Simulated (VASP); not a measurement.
# Al3HRu3 in VASP: single point with PBEsol

Aim: the single point of Al3HRu3 with PBEsol.

Program: VASP 6.6.1. These are calculated values, not measurements. Logs are shortened: lines on timing, memory, paths and dates and some standing lists are left out, and cuts for length are marked.

## (1) The cell of the first run

The cell holds a slab with vacuum, 7 atoms: a = 2.976 Å, b = 2.976 Å, c = 26.441 Å, α = 90.00°, β = 90.00°, γ = 90.00°.

## (2) Single point, PBEsol

INCAR

```
SYSTEM = Al3HRu3
PREC = Accurate ; ENCUT = 520
EDIFF = 1E-6 ; ISMEAR = 0
SIGMA = 0.1 ; LREAL = .False.
LASPH = .True. ; NELM = 60
ALGO = Normal ; ISIF = 2
LWAVE = .False. ; LCHARG = .False.
LDIPOL = .True. ; IDIPOL = 3
DIPOL = 0.5 0.5 0.488 ; GGA = PS
NBANDS = 35
```

KPOINTS

```
Automatic mesh
0
Gamma
  10 10 1
  0 0 0
```

POSCAR

```
Al3HRu3
1.0
    2.9764078228      0.0000000000      0.0000000000
    0.0000000000      2.9764078228      0.0000000000
    0.0000000000      0.0000000000     26.4410195571
Ru Al H
3 3 1
Direct
    0.5000000000      0.5000000000      0.3214702059
    0.5000000000      0.5000000000      0.4340380218
    0.5000000000      0.5000000000      0.5475026899
    0.0000000000      0.0000000000      0.3777541139
    0.0000000000      0.0000000000      0.4895652445
    0.0000000000      0.0000000000      0.5949893040
    0.0000000000      0.3333333333      0.6472857747
```

Potentials or basis: VASP PAW PBE potentials, release 64 (Ru_pv, Al, H).

On the command line:

```console
$ cat potpaw_PBE.64/Ru_pv/POTCAR potpaw_PBE.64/Al/POTCAR potpaw_PBE.64/H/POTCAR > POTCAR
$ mpirun -np 1 vasp_std > vasp.out
```

OUTCAR:

```text
SYSTEM = Al3HRu3
   PREC = Accurate
   ENCUT = 520
   EDIFF = 1E-6
   ISMEAR = 0
   LREAL = .False.
   LASPH = .True.
   NELM = 60
   ISIF = 2
   GGA = PS

 ion  position               nearest neighbor table
   1  0.500  0.500  0.321-   4 2.58   4 2.58   4 2.58   4 2.58   2 2.98
   2  0.500  0.500  0.434-   5 2.57   5 2.57   5 2.57   5 2.57   4 2.58   4 2.58   4 2.58   4 2.58
                             1 2.98   3 3.00
   3  0.500  0.500  0.548-   6 2.45   6 2.45   6 2.45   6 2.45   5 2.60   5 2.60   5 2.60   5 2.60
                             2 3.00
   4  0.000  0.000  0.378-   2 2.58   2 2.58   2 2.58   2 2.58   1 2.58   1 2.58   1 2.58   1 2.58
                             5 2.96
   5  0.000  0.000  0.490-   2 2.57   2 2.57   2 2.57   2 2.57   3 2.60   3 2.60   3 2.60   3 2.60
                             6 2.79   4 2.96
   6  0.000  0.000  0.595-   7 1.70   3 2.45   3 2.45   3 2.45   3 2.45   5 2.79
   7  0.000  0.333  0.647-   6 1.70

  LATTYP: Found a simple tetragonal cell.
 ALAT       =     2.9764078228
 C/A-ratio  =     8.8835338204

  Lattice vectors:

 A1 = (   2.9764078228,   0.0000000000,   0.0000000000)
 A2 = (   0.0000000000,   2.9764078228,   0.0000000000)
 A3 = (   0.0000000000,   0.0000000000,  26.4410195571)

Analysis of symmetry for initial positions (statically):
=====================================================================
 Subroutine PRICEL returns:
 Original cell was already a primitive cell.

 Routine SETGRP: Setting up the symmetry group for a
 simple tetragonal supercell.

 Subroutine GETGRP returns: Found  2 space group operations
 (whereof  2 operations were pure point group operations)
 out of a pool of 16 trial point group operations.

The static configuration has the point symmetry C_1h.

Analysis of symmetry for dynamics (positions and initial velocities):
=====================================================================
 Subroutine PRICEL returns:
 Original cell was already a primitive cell.

 Routine SETGRP: Setting up the symmetry group for a
 simple tetragonal supercell.

 Subroutine GETGRP returns: Found  2 space group operations
 (whereof  2 operations were pure point group operations)
 out of a pool of 16 trial point group operations.

The dynamic configuration has the point symmetry C_1h.

 Subroutine INISYM returns: Found  2 space group operations
 (whereof  2 operations are pure point group operations),
 and found     1 'primitive' translations

----------------------------------------------------------------------------------------

[... 117 lines left out ...]
   ISMEAR =     0;   SIGMA  =   0.10  broadening in eV -4-tet -1-fermi 0-gaus
   EFERMI_NEDOS =   21; number of points for ismear=-14 and -15
   IALGO  =     38    algorithm
   IMIX   =      4    mixing-type and parameters
     AMIX     =   0.40;   BMIX     =  1.00
     AMIX_MAG =   1.60;   BMIX_MAG =  1.00
  volume/ion in A,a.u.               =      33.46       225.82
  Fermi-wavevector in a.u.,A,eV,Ry     =   0.991262  1.873213 13.369077  0.982599
  Thomas-Fermi vector in A             =   2.122990
   LORBIT       =      0    0 simple, 1 ext, 2 COOP (PROOUT), +10 PAW based schemes
   GGA     = PS    functional components
   LHFCALC =     F    Hartree Fock is set to
   AEXX    =    0.0000 exact exchange contribution
   IVDW    =     0    specifies the selected vdW correction
   LEPSILON=     F    determine dielectric tensor
   LRPA    =     F    only Hartree local field effects (RPA)
 non-spin polarized calculation
 Gauss-broadening in eV      SIGMA  =   0.10
  energy-cutoff  :      520.00
  volume of cell :      234.24
 maximum number of plane-waves:      6371
 NGX is ok and might be reduce to    24
   NGX = 11   NGY = 11   NGZ = 99

 dipolmoment           0.000000      0.000000     -0.001550 electrons x Angstroem

 number of electron      51.9999990 magnetization

 dipolmoment           0.000000      0.000000      0.053483 electrons x Angstroem

 Free energy of the ion-electron system (eV)
  ---------------------------------------------------
  ext. energy  EPLUGINS =         0.00000000
  ---------------------------------------------------
  free energy    TOTEN  =       -45.94450982 eV

  energy without entropy =      -45.91032489  energy(sigma->0) =      -45.92741736

 E-fermi :   0.4437     XC(G=0):  -5.3119

 val. band max:        0.4422109302   @ k =   0.0000   0.0000   0.0000
 cond. band min:       0.4478737215   @ k =   0.0000   0.0000   0.0000
 fundamental gap:      0.0056627914
 Fermi energy:         0.4437301516

 k-point     1 :       0.0000    0.0000    0.0000
  band No.  band energies     occupation
      1     -41.6204      2.00000
      2     -41.4493      2.00000
      3     -41.4156      2.00000
      4     -41.3915      2.00000
      5     -41.3869      2.00000
      6     -41.3781      2.00000
[... 901 lines left out ...]
     34       6.4356      0.00000
     35       7.1312      0.00000

 [... further k-points ...]

------------------------ aborting loop because EDIFF is reached ----------------------------------------

 vacuum level on the upper side and lower side of the slab       (xc-potential included)         0.534        -0.815

  FORCE on cell =-STRESS in cart. coord.  units (eV):
  Direction    XX          YY          ZZ          XY          YZ          ZX
  --------------------------------------------------------------------------------------
  -------------------------------------------------------------------------------------
  Total       -0.4250629     -3.1203349     -0.0918733      0.0000000     -0.1873681      0.0000000
  in kB       -2.9073727    -21.3426686     -0.6284009      0.0000000     -1.2815726      0.0000000
  external PRESSURE =      -8.2928141 kB  Pullay stress =       0.0000000 kB

 VOLUME and BASIS-vectors are now :
 -----------------------------------------------------------------------------
  energy-cutoff  :      520.00
  volume of cell :      234.24
      direct lattice vectors                 reciprocal lattice vectors
     2.976407823  0.000000000  0.000000000     0.335975464  0.000000000  0.000000000
     0.000000000  2.976407823  0.000000000     0.000000000  0.335975464  0.000000000
     0.000000000  0.000000000 26.441019557     0.000000000  0.000000000  0.037820024

 POSITION                                       TOTAL-FORCE (eV/Angst)
 -----------------------------------------------------------------------------------
      1.48820      1.48820      8.50000         0.000000      0.009686      0.826058
      1.48820      1.48820     11.47641         0.000000     -0.006152     -0.421297
      1.48820      1.48820     14.47653         0.000000      0.130631     -1.737678
      0.00000      0.00000      9.98820         0.000000     -0.001981     -0.376763
      0.00000      0.00000     12.94460         0.000000     -0.038520      0.068423
      0.00000      0.00000     15.73212         0.000000     -0.022493      1.653964
      0.00000      0.99214     17.11490         0.000000     -0.071172     -0.012706
 -----------------------------------------------------------------------------------
    total drift:                                0.000000     -0.000092     -0.001378

  FREE ENERGIE OF THE ION-ELECTRON SYSTEM (eV)
  ---------------------------------------------------
  free  energy   TOTEN  =       -45.9445098207 eV

  energy  without entropy=      -45.9103248945  energy(sigma->0) =      -45.92741736

 vacuum level on the upper side and lower side of the slab         6.097         4.728
```

OSZICAR:

```text
N       E                     dE             d eps       ncg     rms          rms(c)
DAV:   1     0.356118938184E+03    0.35612E+03   -0.29171E+04  3360   0.127E+03
DAV:   2    -0.380485802970E+02   -0.39417E+03   -0.38136E+03  2910   0.334E+02
DAV:   3    -0.501368549324E+02   -0.12088E+02   -0.11823E+02  3019   0.569E+01
[... 32 lines left out ...]
DAV:  36    -0.459445082616E+02   -0.11107E-04   -0.96599E-07  1958   0.445E-03    0.878E-01
DAV:  37    -0.459445105309E+02   -0.22693E-05   -0.12296E-07  1859   0.169E-03    0.883E-01
DAV:  38    -0.459445116581E+02   -0.11272E-05   -0.24598E-08  1615   0.759E-04    0.886E-01
DAV:  39    -0.459445104093E+02    0.12487E-05   -0.26762E-08  1547   0.937E-04    0.876E-01
DAV:  40    -0.459445098207E+02    0.58865E-06   -0.22724E-08  1561   0.649E-04
   1 F= -.45944510E+02 E0= -.45927417E+02  d E =-.341849E-01
```

stdout:

```text
POSCAR found type information on POSCAR RuAlH
 POSCAR found :  3 types and       7 ions
 scaLAPACK will be used
 -----------------------------------------------------------------------------
|                                                                             |
|                                                                             |
|     You enforced a specific xc type in the INCAR file but a different       |
|     I HOPE YOU KNOW WHAT YOU ARE DOING!                                     |
|                                                                             |
 -----------------------------------------------------------------------------

 LDA part: xc-table for (Slater+PW92), standard interpolation
 POSCAR, INCAR and KPOINTS ok, starting setup
 FFT: planning ... GRIDC
 FFT: planning ... GRID_SOFT
 FFT: planning ... GRID
 WAVECAR not read
 entering main loop
```

Run time: 9.1 min. Hardware: 1 thread of Intel Xeon Platinum 8559C (Emerald Rapids), shared host; peak memory 0.52 GiB.

What came out:

* Free energy: -45.9445 eV
* Largest force: 1.743 eV/Å
* Band gap on the k mesh: zero (bands 26 and 27 overlap by 2.01 eV)

Forces in eV/Å, atoms in the order of the input:
```
Ru   0.000  0.010  0.826
Ru   0.000 -0.006 -0.421
Ru   0.000  0.131 -1.738
Al   0.000 -0.002 -0.377
Al   0.000 -0.039  0.068
Al   0.000 -0.022  1.654
H    0.000 -0.071 -0.013
```

Levels at points of the mesh, in eV from the Fermi level:
```tsv
k point	band 22	band 23	band 24	band 25	band 26	band 27	band 28	band 29	band 30	band 31
(0.00, 0.00, 0.00)	-0.78	-0.67	-0.12	0.00	0.00	0.00	0.21	0.65	2.67	3.97
(0.50, 0.00, 0.00)	-1.54	-1.45	-1.09	-0.77	-0.44	-0.06	0.25	1.05	1.89	2.14
(0.00, 0.50, 0.00)	-1.54	-1.08	-0.77	-0.42	-0.06	0.00	0.25	1.06	1.79	2.13
(0.50, 0.50, 0.00)	-0.25	0.09	0.70	1.43	1.49	1.73	1.85	1.90	3.13	4.02
```

Caveat: the PAW data sets were made with another functional, which shifts forces and pressure a little.
